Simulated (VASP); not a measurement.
# KMgF3 (Pm-3m) in VASP: a series of runs

The runs below take KMgF3 through single point, with PBE.

Program: VASP 6.6.1. These are calculated values, not measurements. Logs are shortened: lines on timing, memory, paths and dates and some standing lists are left out, and cuts for length are marked.

**1. The cell of the first run**

Symmetry: Pm-3m, No. 221, cubic system. The conventional cell has a = 3.640 Å, b = 3.640 Å, c = 3.640 Å, α = 90.00°, β = 90.00°, γ = 90.00°. K (site symmetry m-3m) has 12 F at 2.57 Å and 8 Mg at 3.15 Å within 3.4 Å. Mg (site symmetry m-3m) has 6 F at 1.82 Å within 2.4 Å. F (site symmetry 4/mmm) has 2 Mg at 1.82 Å within 2.4 Å.

**2. Single point, PBE (9.64 Å³/atom)**

The input, INCAR:

```
ALGO = Normal
EDIFF = 1E-7
ENCUT = 520
GGA = PE
ISIF = 2
ISMEAR = 0
LASPH = T
LCHARG = T
LELF = T
LREAL = F
LVHAR = T
LWAVE = F
NBANDS = 24
NELM = 60
PREC = Accurate
SIGMA = 0.01
```

The input, KPOINTS:

```
k-points
0
Gamma
  6 6 6
```

The input, POSCAR:

```
KMgF3
1.0
    3.6396925474      0.0000000000      0.0000000000
    0.0000000000      3.6396925474      0.0000000000
    0.0000000000      0.0000000000      3.6396925474
K Mg F
1 1 3
Direct
    0.5000000000      0.5000000000      0.5000000000
    0.0000000000      0.0000000000      0.0000000000
    0.5000000000      0.0000000000      0.0000000000
    0.0000000000      0.5000000000      0.0000000000
    0.0000000000      0.0000000000      0.5000000000
```

Potentials or basis: VASP PAW PBE potentials, release 64 (K_sv, Mg, F).

Started as:

```sh
$ cat potpaw_PBE.64/K_sv/POTCAR potpaw_PBE.64/Mg/POTCAR potpaw_PBE.64/F/POTCAR > POTCAR
$ mpirun -np 1 vasp_std > vasp.out
```

OUTCAR:

```text
EDIFF = 1E-7
   ENCUT = 520
   GGA = PE
   ISIF = 2
   ISMEAR = 0
   LASPH = T
   LREAL = F
   NELM = 60
   PREC = Accurate

 ion  position               nearest neighbor table
   1  0.500  0.500  0.500-   3 2.57   4 2.57   5 2.57   3 2.57   4 2.57   3 2.57   5 2.57   3 2.57
                             4 2.57   5 2.57   4 2.57   5 2.57   2 3.15   2 3.15   2 3.15   2 3.15
   2  0.000  0.000  0.000-   3 1.82   4 1.82   5 1.82   5 1.82   4 1.82   3 1.82   1 3.15   1 3.15
                             1 3.15   1 3.15   1 3.15   1 3.15   1 3.15   1 3.15
   3  0.500  0.000  0.000-   2 1.82   2 1.82   1 2.57   1 2.57   1 2.57   1 2.57
   4  0.000  0.500  0.000-   2 1.82   2 1.82   1 2.57   1 2.57   1 2.57   1 2.57
   5  0.000  0.000  0.500-   2 1.82   2 1.82   1 2.57   1 2.57   1 2.57   1 2.57

  LATTYP: Found a simple cubic cell.
 ALAT       =     3.6396925474

  Lattice vectors:

 A1 = (   3.6396925474,   0.0000000000,   0.0000000000)
 A2 = (   0.0000000000,   3.6396925474,   0.0000000000)
 A3 = (   0.0000000000,   0.0000000000,   3.6396925474)

Analysis of symmetry for initial positions (statically):
=====================================================================
 Subroutine PRICEL returns:
 Original cell was already a primitive cell.

 Routine SETGRP: Setting up the symmetry group for a
 simple cubic supercell.

 Subroutine GETGRP returns: Found 48 space group operations
 (whereof 48 operations were pure point group operations)
 out of a pool of 48 trial point group operations.

The static configuration has the point symmetry O_h .

Analysis of symmetry for dynamics (positions and initial velocities):
=====================================================================
 Subroutine PRICEL returns:
 Original cell was already a primitive cell.

 Routine SETGRP: Setting up the symmetry group for a
 simple cubic supercell.

 Subroutine GETGRP returns: Found 48 space group operations
 (whereof 48 operations were pure point group operations)
 out of a pool of 48 trial point group operations.

The dynamic configuration has the point symmetry O_h .

 Subroutine INISYM returns: Found 48 space group operations
 (whereof 48 operations are pure point group operations),
 and found     1 'primitive' translations

----------------------------------------------------------------------------------------

                                     Primitive cell

  volume of cell :      48.2163

  direct lattice vectors                    reciprocal lattice vectors
     3.639692547  0.000000000  0.000000000     0.274748481  0.000000000  0.000000000
     0.000000000  3.639692547  0.000000000     0.000000000  0.274748481  0.000000000
     0.000000000  0.000000000  3.639692547     0.000000000  0.000000000  0.274748481

  length of vectors
     3.639692547  3.639692547  3.639692547     0.274748481  0.274748481  0.274748481

  position of ions in fractional coordinates (direct lattice)
     0.500000000  0.500000000  0.500000000
     0.000000000  0.000000000  0.000000000
     0.500000000  0.000000000  0.000000000
     0.000000000  0.500000000  0.000000000
     0.000000000  0.000000000  0.500000000

  ion indices of the primitive-cell ions
   primitive index   ion index
                 1           1
                 2           2
                 3           3
                 4           4
                 5           5

----------------------------------------------------------------------------------------

 KPOINTS: k-points

Automatic generation of k-mesh.
 Grid dimensions read from file:
 generate k-points for:    6    6    6

 Generating k-lattice:

  Cartesian coordinates                     Fractional coordinates (reciprocal lattice)
     0.045791414  0.000000000  0.000000000     0.166666667  0.000000000  0.000000000
     0.000000000  0.045791414  0.000000000     0.000000000  0.166666667  0.000000000
     0.000000000  0.000000000  0.045791414     0.000000000  0.000000000  0.166666667

  Length of vectors
     0.045791414  0.045791414  0.045791414

  Shift w.r.t. Gamma in fractional coordinates (k-lattice)
     0.000000000  0.000000000  0.000000000

 Subroutine IBZKPT returns following result:
 ===========================================

 Found     20 irreducible k-points:

 Following reciprocal coordinates:
            Coordinates               Weight
  0.000000  0.000000  0.000000      1.000000
  0.166667  0.000000  0.000000      6.000000
  0.333333  0.000000  0.000000      6.000000
  0.500000  0.000000  0.000000      3.000000
  0.166667  0.166667  0.000000     12.000000
  0.333333  0.166667  0.000000     24.000000
[... 12 lines left out ...]
  0.500000  0.500000  0.333333      6.000000
  0.500000  0.500000  0.500000      1.000000
   k-points           NKPTS =     20   k-points in BZ     NKDIM =     20   number of bands    NBANDS=     24
   number of dos      NEDOS =    301   number of ions     NIONS =      5
   total plane-waves  NPLWV =  21952
   dimension x,y,z NGX =    28 NGY =   28 NGZ =   28
   dimension x,y,z NGXF=    56 NGYF=   56 NGZF=   56
   ions per type =               1   1   3
   NGX,Y,Z   is equivalent  to a cutoff of  12.79, 12.79, 12.79 a.u.
   NGXF,Y,Z  is equivalent  to a cutoff of  25.58, 25.58, 25.58 a.u.
 SYSTEM =  unknown system
   PREC   = accura    normal or accurate (medium, high low for compatibility)
   ISTART =      0    job   : 0-new  1-cont  2-samecut
   ICHARG =      2    charge: 1-file 2-atom 10-const
   ISPIN  =      1    spin polarized calculation?
   LNONCOLLINEAR =      F non collinear calculations
   LSORBIT =      F    spin-orbit coupling
   LASPH  =      T    aspherical Exc in radial PAW
   ENCUT  =  520.0 eV  38.22 Ry    6.18 a.u.   6.77  6.77  6.77*2*pi/ulx,y,z
   NELM   =     60;   NELMIN=  2; NELMDL= -5     # of ELM steps
   EDIFF  = 0.1E-06   stopping-criterion for ELM
   LREAL  =      F    real-space projection
   EDIFFG = 0.1E-05   stopping-criterion for IOM
   NSW    =      0    number of steps for IOM
   IBRION =     -1    ionic relax: 0-MD 1-quasi-New 2-CG
   NFREE  =      0    steps in history (QN), initial steepest desc. (CG)
   ISIF   =      2    stress and relaxation
   ISYM   =      2    0-nonsym 1-usesym 2-fastsym
   POTIM  = 0.5000    time-step for ionic-motion
   TEBEG  =    0.0;   TEEND  =   0.0 temperature during run
   PSTRESS=    0.0 pullay stress
   NELECT =      32.0000    total number of electrons
   NUPDOWN=      -1.0000    fix difference up-down
   EMIN   =  10.00;   EMAX   =-10.00  energy-range for DOS
   EFERMI =   0.00;   METHOD = LEGACY
   ISMEAR =     0;   SIGMA  =   0.01  broadening in eV -4-tet -1-fermi 0-gaus
   EFERMI_NEDOS =   21; number of points for ismear=-14 and -15
   IALGO  =     38    algorithm
   IMIX   =      4    mixing-type and parameters
     AMIX     =   0.40;   BMIX     =  1.00
     AMIX_MAG =   1.60;   BMIX_MAG =  1.00
  volume/ion in A,a.u.               =       9.64        65.08
  Fermi-wavevector in a.u.,A,eV,Ry     =   1.427995  2.698520 27.744602  2.039171
  Thomas-Fermi vector in A             =   2.548105
   LORBIT       =      0    0 simple, 1 ext, 2 COOP (PROOUT), +10 PAW based schemes
   GGA     = PE    functional components
   LHFCALC =     F    Hartree Fock is set to
   AEXX    =    0.0000 exact exchange contribution
   IVDW    =     0    specifies the selected vdW correction
   LEPSILON=     F    determine dielectric tensor
   LRPA    =     F    only Hartree local field effects (RPA)
 non-spin polarized calculation
 Gauss-broadening in eV      SIGMA  =   0.01
  energy-cutoff  :      520.00
  volume of cell :       48.22
 maximum number of plane-waves:      1328
 NGX is ok and might be reduce to    28
   NGX = 13   NGY = 13   NGZ = 13

 number of electron      32.0000000 magnetization

 Free energy of the ion-electron system (eV)
  ---------------------------------------------------
  ext. energy  EPLUGINS =         0.00000000
  ---------------------------------------------------
  free energy    TOTEN  =       -22.55605107 eV

  energy without entropy =      -22.55605107  energy(sigma->0) =      -22.55605107

 E-fermi :   0.1272     XC(G=0): -11.1200

 val. band max:        0.0566319553   @ k =   0.5000   0.5000   0.5000
 cond. band min:       9.8043374442   @ k =   0.0000   0.0000   0.0000
 fundamental gap:      9.7477054889
 Fermi energy:         0.1272434373

 k-point     1 :       0.0000    0.0000    0.0000
  band No.  band energies     occupation
      1     -25.2491      2.00000
      2     -20.8463      2.00000
      3     -19.8365      2.00000
      4     -19.8365      2.00000
      5      -8.7624      2.00000
      6      -8.7624      2.00000
[... 16 lines left out ...]
     23      17.7067      0.00000
     24      20.7017      0.00000

 k-point     2 :       0.1667    0.0000    0.0000
  band No.  band energies     occupation
      1     -25.2138      2.00000
      2     -20.8279      2.00000
      3     -19.9018      2.00000
      4     -19.8311      2.00000
      5      -8.7179      2.00000
      6      -8.7179      2.00000
[... 16 lines left out ...]
     23      17.7077      0.00000
     24      20.2958      0.00000

 k-point     3 :       0.3333    0.0000    0.0000
  band No.  band energies     occupation
      1     -25.1408      2.00000
      2     -20.7950      2.00000
      3     -20.0297      2.00000
      4     -19.8202      2.00000
      5      -8.6252      2.00000
      6      -8.6252      2.00000
[... 16 lines left out ...]
     23      17.2590      0.00000
     24      19.4248      0.00000

 k-point     4 :       0.5000    0.0000    0.0000
  band No.  band energies     occupation
      1     -25.1030      2.00000
      2     -20.7807      2.00000
      3     -20.0909      2.00000
      4     -19.8145      2.00000
      5      -8.5768      2.00000
      6      -8.5768      2.00000
[... 16 lines left out ...]
     23      16.6639      0.00000
     24      18.4521      0.00000

 k-point     5 :       0.1667    0.1667    0.0000
  band No.  band energies     occupation
      1     -25.1818      2.00000
      2     -20.7986      2.00000
      3     -19.9307      2.00000
      4     -19.8611      2.00000
      5      -8.7695      2.00000
      6      -8.6753      2.00000
[... 16 lines left out ...]
     23      17.6990      0.00000
     24      19.6669      0.00000

 k-point     6 :       0.3333    0.1667    0.0000
  band No.  band energies     occupation
      1     -25.1158      2.00000
      2     -20.7360      2.00000
      3     -20.0496      2.00000
      4     -19.8642      2.00000
      5      -8.7322      2.00000
      6      -8.5867      2.00000
[... 16 lines left out ...]
     23      17.3205      0.00000
     24      18.9214      0.00000
[... 271 lines left out ...]
 k-point    17 :       0.3333    0.3333    0.3333
  band No.  band energies     occupation
      1     -25.0133      2.00000
      2     -20.4142      2.00000
      3     -20.0717      2.00000
      4     -20.0717      2.00000
      5      -9.0152      2.00000
      6      -9.0152      2.00000
[... 16 lines left out ...]
     23      17.9142      0.00000
     24      18.9234      0.00000

 k-point    18 :       0.5000    0.3333    0.3333
  band No.  band energies     occupation
      1     -24.9959      2.00000
      2     -20.3078      2.00000
      3     -20.1561      2.00000
      4     -20.0588      2.00000
      5      -9.0824      2.00000
      6      -9.0537      2.00000
[... 16 lines left out ...]
     23      17.3124      0.00000
     24      18.7480      0.00000

 k-point    19 :       0.5000    0.5000    0.3333
  band No.  band energies     occupation
      1     -24.9815      2.00000
      2     -20.1701      2.00000
      3     -20.1517      2.00000
      4     -20.1517      2.00000
      5      -9.1435      2.00000
      6      -9.1435      2.00000
[... 16 lines left out ...]
     23      17.8022      0.00000
     24      17.8022      0.00000

 k-point    20 :       0.5000    0.5000    0.5000
  band No.  band energies     occupation
      1     -24.9698      2.00000
      2     -20.1366      2.00000
      3     -20.1366      2.00000
      4     -20.1366      2.00000
      5      -9.2399      2.00000
      6      -9.2399      2.00000
[... 16 lines left out ...]
     23      18.3055      0.00000
     24      18.3055      0.00000

------------------------ aborting loop because EDIFF is reached ----------------------------------------

  FORCE on cell =-STRESS in cart. coord.  units (eV):
  Direction    XX          YY          ZZ          XY          YZ          ZX
  --------------------------------------------------------------------------------------
  -------------------------------------------------------------------------------------
  Total       13.3002974     13.3002974     13.3002974      0.0000000      0.0000000      0.0000000
  in kB      441.9547802    441.9547802    441.9547802      0.0000000      0.0000000      0.0000000
  external PRESSURE =     441.9547802 kB  Pullay stress =       0.0000000 kB

 VOLUME and BASIS-vectors are now :
 -----------------------------------------------------------------------------
  energy-cutoff  :      520.00
  volume of cell :       48.22
      direct lattice vectors                 reciprocal lattice vectors
     3.639692547  0.000000000  0.000000000     0.274748481  0.000000000  0.000000000
     0.000000000  3.639692547  0.000000000     0.000000000  0.274748481  0.000000000
     0.000000000  0.000000000  3.639692547     0.000000000  0.000000000  0.274748481

 POSITION                                       TOTAL-FORCE (eV/Angst)
 -----------------------------------------------------------------------------------
      1.81985      1.81985      1.81985         0.000000      0.000000      0.000000
      0.00000      0.00000      0.00000         0.000000      0.000000      0.000000
      1.81985      0.00000      0.00000         0.000000      0.000000      0.000000
      0.00000      1.81985      0.00000         0.000000      0.000000      0.000000
      0.00000      0.00000      1.81985         0.000000      0.000000      0.000000
 -----------------------------------------------------------------------------------
    total drift:                                0.000000      0.000000     -0.000000

  FREE ENERGIE OF THE ION-ELECTRON SYSTEM (eV)
  ---------------------------------------------------
  free  energy   TOTEN  =       -22.5560510698 eV

  energy  without entropy=      -22.5560510698  energy(sigma->0) =      -22.55605107
```

Run time: 40 s. Hardware: 1 thread of Intel Xeon 8259CL, shared host; peak memory 0.17 GiB.

What came out:

```yaml
Free_energy: -22.5561 eV
Pressure: 44.2 GPa
Band_gap_on_the_k_mesh: 9.75 eV (least direct gap 10.03 eV)
```

Caveat: the cell stands under pressure. A k mesh can miss the band edges.

(Continued in part 2 of 2.)
